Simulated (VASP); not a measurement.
# Be (Pm-3m) in VASP: further runs, part 2 of 2

VASP 6.6.1. The steps go on from the part before.

### Step 3. Single point, LDA (9.82 Å³/atom)

File INCAR:

```
PREC = Accurate ; ENCUT = 600
EDIFF = 1E-6 ; ISMEAR = -1
SIGMA = 0.1 ; LREAL = False
LASPH = True ; NELM = 120
ALGO = Normal ; ISIF = 2
LWAVE = False ; LCHARG = False
GGA = CA ; NBANDS = 7
GGA_COMPAT = False
```

File KPOINTS:

```
regular mesh
0
Gamma
  21 21 21
```

File POSCAR:

```
Be
1.0
    2.1414069196      0.0000000000      0.0000000000
    0.0000000000      2.1414069196      0.0000000000
    0.0000000000      0.0000000000      2.1414069196
Be
1
Direct
    0.0000000000      0.0000000000      0.0000000000
```

Potentials or basis: VASP PAW LDA potentials, release 64 (Be).

Run with:

```bash
$ cat potpaw_LDA.64/Be/POTCAR > POTCAR
$ mpirun -np 1 vasp_std > vasp.out
```

OUTCAR:

```text
PREC = Accurate
   ENCUT = 600
   EDIFF = 1E-6
   ISMEAR = -1
   LREAL = False
   LASPH = True
   NELM = 120
   ISIF = 2
   GGA = CA

 ion  position               nearest neighbor table
   1  0.000  0.000  0.000-

  LATTYP: Found a simple cubic cell.
 ALAT       =     2.1414069196

  Lattice vectors:

 A1 = (   2.1414069196,   0.0000000000,   0.0000000000)
 A2 = (   0.0000000000,   2.1414069196,   0.0000000000)
 A3 = (   0.0000000000,   0.0000000000,   2.1414069196)

Analysis of symmetry for initial positions (statically):
=====================================================================
 Subroutine PRICEL returns:
 Original cell was already a primitive cell.

 Routine SETGRP: Setting up the symmetry group for a
 simple cubic supercell.

 Subroutine GETGRP returns: Found 48 space group operations
 (whereof 48 operations were pure point group operations)
 out of a pool of 48 trial point group operations.

The static configuration has the point symmetry O_h .

Analysis of symmetry for dynamics (positions and initial velocities):
=====================================================================
 Subroutine PRICEL returns:
 Original cell was already a primitive cell.

 Routine SETGRP: Setting up the symmetry group for a
 simple cubic supercell.

 Subroutine GETGRP returns: Found 48 space group operations
 (whereof 48 operations were pure point group operations)
 out of a pool of 48 trial point group operations.

The dynamic configuration has the point symmetry O_h .

 Subroutine INISYM returns: Found 48 space group operations
 (whereof 48 operations are pure point group operations),
 and found     1 'primitive' translations

[... 106 lines left out ...]
   EFERMI =   0.00;   METHOD = LEGACY
   ISMEAR =    -1;   SIGMA  =   0.10  broadening in eV -4-tet -1-fermi 0-gaus
   EFERMI_NEDOS =   21; number of points for ismear=-14 and -15
   IALGO  =     38    algorithm
   IMIX   =      4    mixing-type and parameters
     AMIX     =   0.40;   BMIX     =  1.00
     AMIX_MAG =   1.60;   BMIX_MAG =  1.00
  volume/ion in A,a.u.               =       9.82        66.27
  Fermi-wavevector in a.u.,A,eV,Ry     =   0.963206  1.820194 12.623007  0.927765
  Thomas-Fermi vector in A             =   2.092731
   LORBIT       =      0    0 simple, 1 ext, 2 COOP (PROOUT), +10 PAW based schemes
   GGA     = CA    functional components
   LHFCALC =     F    Hartree Fock is set to
   AEXX    =    0.0000 exact exchange contribution
   IVDW    =     0    specifies the selected vdW correction
   LEPSILON=     F    determine dielectric tensor
   LRPA    =     F    only Hartree local field effects (RPA)
 non-spin polarized calculation
  energy-cutoff  :      600.00
  volume of cell :        9.82
 maximum number of plane-waves:       341
 NGX is ok and might be reduce to    18
   NGX =  9   NGY =  9   NGZ =  9

 number of electron       2.0000000 magnetization

 Free energy of the ion-electron system (eV)
  ---------------------------------------------------
  ext. energy  EPLUGINS =         0.00000000
  ---------------------------------------------------
  free energy    TOTEN  =        -3.15246503 eV

  energy without entropy =       -3.14045770  energy(sigma->0) =       -3.14646137

 E-fermi :   4.9072     XC(G=0):  -9.9127

 val. band max:        4.8704815055   @ k =   0.4286   0.1905   0.0476
 cond. band min:       4.9151654959   @ k =   0.4762   0.3333   0.0000
 fundamental gap:      0.0446839904
 Fermi energy:         4.9072403022

 k-point     1 :       0.0000    0.0000    0.0000
  band No.  band energies     occupation
      1      -4.9087      2.00000
      2      18.6651      0.00000
      3      18.6651      0.00000
      4      18.6651      0.00000
      5      24.6631      0.00000
      6      24.6631      0.00000
      7      33.8245      0.00000
[... 221 lines left out ...]
 k-point    24 :       0.1905    0.0952    0.0000
  band No.  band energies     occupation
      1      -3.7794      2.00000
      2      12.2177      0.00000
      3      17.5151      0.00000
      4      19.7750      0.00000
      5      27.8695      0.00000
      6      31.5620      0.00000
      7      33.7390      0.00000

 [... further k-points ...]

------------------------ aborting loop because EDIFF is reached ----------------------------------------

  FORCE on cell =-STRESS in cart. coord.  units (eV):
  Direction    XX          YY          ZZ          XY          YZ          ZX
  --------------------------------------------------------------------------------------
  -------------------------------------------------------------------------------------
  Total        0.0152082      0.0152082      0.0152082      0.0000000      0.0000000     -0.0000000
  in kB        2.4813700      2.4813700      2.4813700      0.0000000      0.0000000     -0.0000000
  external PRESSURE =       2.4813700 kB  Pullay stress =       0.0000000 kB

 VOLUME and BASIS-vectors are now :
 -----------------------------------------------------------------------------
  energy-cutoff  :      600.00
  volume of cell :        9.82
      direct lattice vectors                 reciprocal lattice vectors
     2.141406920  0.000000000  0.000000000     0.466982707  0.000000000  0.000000000
     0.000000000  2.141406920  0.000000000     0.000000000  0.466982707  0.000000000
     0.000000000  0.000000000  2.141406920     0.000000000  0.000000000  0.466982707

 POSITION                                       TOTAL-FORCE (eV/Angst)
 -----------------------------------------------------------------------------------
      0.00000      0.00000      0.00000         0.000000      0.000000      0.000000
 -----------------------------------------------------------------------------------
    total drift:                               -0.000000     -0.000000     -0.000000

  FREE ENERGIE OF THE ION-ELECTRON SYSTEM (eV)
  ---------------------------------------------------
  free  energy   TOTEN  =        -3.1524650309 eV

  energy  without entropy=       -3.1404577021  energy(sigma->0) =       -3.14646137
```

OSZICAR:

```text
N       E                     dE             d eps       ncg     rms          rms(c)
DAV:   1    -0.216664298163E+01   -0.21666E+01   -0.12258E+03  4228   0.270E+02
DAV:   2    -0.316374072264E+01   -0.99710E+00   -0.94582E+00  5425   0.205E+01
DAV:   3    -0.316623958452E+01   -0.24989E-02   -0.24970E-02  4585   0.964E-01
DAV:   4    -0.316623985209E+01   -0.26757E-06   -0.26776E-06  5803   0.109E-02
DAV:   5    -0.316623985264E+01   -0.54909E-09   -0.21722E-10  4557   0.585E-05    0.585E-01
DAV:   6    -0.315684508277E+01    0.93948E-02   -0.73196E-04  4550   0.151E-01    0.351E-01
DAV:   7    -0.315246709408E+01    0.43780E-02   -0.11211E-03  4473   0.190E-01    0.182E-02
DAV:   8    -0.315246526615E+01    0.18279E-05   -0.28343E-06  5054   0.120E-02    0.220E-03
DAV:   9    -0.315246503092E+01    0.23522E-06   -0.21690E-07  3675   0.267E-03
   1 F= -.31524650E+01 E0= -.31464614E+01  d E =-.120073E-01
```

stdout:

```text
POSCAR found type information on POSCAR Be
 POSCAR found :  1 types and       1 ions
 scaLAPACK will be used
 LDA part: xc-table for (Slater(with rela. corr.)+CA(PZ))
 , standard interpolation
 POSCAR, INCAR and KPOINTS ok, starting setup
 FFT: planning ... GRIDC
 FFT: planning ... GRID_SOFT
 FFT: planning ... GRID
 WAVECAR not read
 entering main loop
```

Wall time 15 s (1 thread of Intel Xeon 8259CL, shared host); peak memory 0.12 GiB.

What came out:

- Free energy: -3.1525 eV
- Pressure: 0.2 GPa
- Band gap on the k mesh: zero (bands 1 and 2 overlap by 6.65 eV)

Levels at points of the mesh, in eV from the Fermi level:
```
           k point  band 1  band 2  band 3  band 4
(0.00, 0.00, 0.00)   -9.82   13.76   13.76   13.76
```

### Step 4. Relaxation of cell and atoms, LDA

This run uses another cell than the first one, of 8.16 Å³/atom.

File INCAR:

```
SYSTEM = Be
PREC     = Accurate       ! precision mode
ENCUT    = 600            ! plane-wave cutoff, eV
EDIFF    = 1E-7           ! SCF threshold, eV
ISMEAR   = -1             ! smearing method
SIGMA    = 0.1            ! smearing width, eV
LREAL    = .False.        ! projectors in reciprocal space
LASPH    = .True.         ! aspherical terms in the spheres
NELM     = 120            ! most SCF steps
ALGO     = Normal         ! electronic algorithm
ISIF     = 3              ! what is computed and relaxed
LWAVE    = .False.        ! write WAVECAR
LCHARG   = .False.        ! write CHGCAR
GGA      = CA             ! functional
IBRION   = 2              ! ionic algorithm
NSW      = 60             ! ionic steps
EDIFFG   = -0.005         ! ionic threshold
GGA_COMPAT= .False.      
NELMIN   = 4
```

File KPOINTS:

```
Automatic mesh
0
Gamma
  21 21 21
  0 0 0
```

File POSCAR:

```
Be
1.0
    2.0128407149      0.0000000000      0.0000000000
    0.0000000000      2.0128407149      0.0000000000
    0.0000000000      0.0000000000      2.0128407149
Be
1
Direct
    0.0000000000      0.0000000000      0.0000000000
```

Run with:

```bash
$ cat potpaw_LDA.64/Be/POTCAR > POTCAR
$ mpirun -np 1 vasp_std > vasp.out
```

Wall time 11 s (1 thread of Intel Xeon 8259CL, shared host); peak memory 0.12 GiB.

Results (log left out):

| Item | Value |
| --- | --- |
| Free energy | -3.1525 eV |
| Relaxed volume | 9.85 Å³/atom |
| Relaxed cell | a = 2.144 Å, b = 2.144 Å, c = 2.144 Å, α = 90.00°, β = 90.00°, γ = 90.00° |
| Space group after relaxing (to 0.1 Å) | Pm-3m (No. 221) |
| Energy gained by relaxing | 95.7 meV/atom |
| Ionic steps | 4 |
| Pressure after relaxing | 0.0 GPa |
| Band gap on the k mesh | zero (bands 1 and 2 overlap by 6.64 eV) |

The path:
| step | energy change (eV) | largest force (eV/Å) | pressure (GPa) | volume (Å³) |
| --- | --- | --- | --- | --- |
| 1 | 0.0000 | 0.0000 | 20.77 | 8.16 |
| 2 | -0.0918 | 0.0000 | 3.39 | 9.47 |
| 3 | -0.0956 | 0.0000 | -0.52 | 9.91 |
| 4 | -0.0957 | 0.0000 | -0.02 | 9.85 |

Final structure:
```yaml
crystal:
  lattice:
    - [2.14372, 0.00000, 0.00000]
    - [0.00000, 2.14372, 0.00000]
    - [0.00000, 0.00000, 2.14372]
  atoms:
    - { symbol: Be, position: [0.00000, 0.00000, 0.00000] }
```

Levels at points of the mesh, in eV from the Fermi level:
```csv
k point,band 1,band 2,band 3,band 4,band 5
"(0.00, 0.00, 0.00)",-9.80,13.73,13.73,13.73,19.72
```

Caveat: the volume moved by over 15 % at a fixed basis, so the end points are rough.
